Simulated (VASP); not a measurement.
## Se: single point with PBE-based screened hybrid with 25 % exact exchange

The system is Se.

```
Se
1.0
     4.35517    0.00000    0.00000
    -2.17759    3.77169    0.00000
     0.00000    0.00000    4.94945
Se
3
Cartesian
  1.7050 2.9532 2.4747
  -0.4725 0.8185 4.1245
  0.9451 0.0000 0.8249
```

```
Program             : VASP 6.6.1
Task                : single point
Functional          : PBE-based screened hybrid with 25 % exact exchange
Potentials or basis : VASP PAW PBE potentials, release 64 (Se)
Cutoff              : 520 eV
k mesh              : 4 × 4 × 3
Occupations         : fermi-dirac, width 0.05 eV
Spin                : no spin polarisation
```

The pressure is 3.1 GPa. The largest force is 0.534 eV/Å and the band gap on the k mesh is 2.92 eV (least direct gap 3.18 eV).

Forces in eV/Å, atoms in the order of the input:
```
Se  -0.267 -0.462  0.000
Se  -0.267  0.462  0.000
Se   0.534  0.000  0.000
```

Stress tensor (GPa, compression positive):
```
3.21 0.00 0.00
0.00 3.21 0.00
0.00 0.00 2.97
```

Levels at points of the mesh, in eV from the valence-band top:
```
           k point  band 6  band 7  band 8  band 9  band 10  band 11  band 12  band 13
(0.00, 0.00, 0.00)   -3.74   -2.17   -2.17   -0.23     3.65     3.65     4.04     7.62
(0.50, 0.00, 0.00)   -3.47   -2.89   -1.79   -0.89     3.59     4.18     6.04     6.92
```

Wall time 11 min on 1 thread of Intel(R) Xeon(R) Platinum 8375C CPU @ 2.90GHz (Ice Lake), on a shared host, peak memory 0.3 GiB.

Caveat: the k points lie up to 0.42 Å⁻¹ apart; the PAW data sets were made with another functional, which shifts forces and pressure a little; an odd mesh through Γ misses points on the zone boundary, where band edges can lie.
